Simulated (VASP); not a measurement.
Here is a VASP 6.6.1 calculation.

Contents of INCAR:

```
SYSTEM = Eu
PREC = Accurate
ENCUT = 520
EDIFF = 1E-6
ISMEAR = -1
SIGMA = 0.05
LREAL = .False.
LASPH = .True.
NELM = 150
ALGO = Normal
ISIF = 2
LWAVE = .False.
LCHARG = .False.
ISPIN = 2
MAGMOM = 10.5
LORBIT = 11
NUPDOWN = 10.5
LMAXMIX = 6
GGA = PE
NBANDS = 18
```

Contents of KPOINTS:

```
regular mesh
0
Gamma
  7 7 7
  0 0 0
```

POSCAR

```
Eu
1.0
   -2.3030000000      2.3030000000      2.3030000000
    2.3030000000     -2.3030000000      2.3030000000
    2.3030000000      2.3030000000     -2.3030000000
Eu
1
Direct
    0.0000000000      0.0000000000      0.0000000000
```

Potentials or basis: VASP PAW PBE potentials, release 64 (Eu).

Command:

```sh
$ cat potpaw_PBE.64/Eu/POTCAR > POTCAR
$ mpirun -np 1 vasp_std > vasp.out
```

Question: Estimate the pressure.

Answer: -6.0 GPa.

Caveat: the total moment is fixed, so each spin has its own Fermi level. The state reached can hang on the start; a lower one may exist.
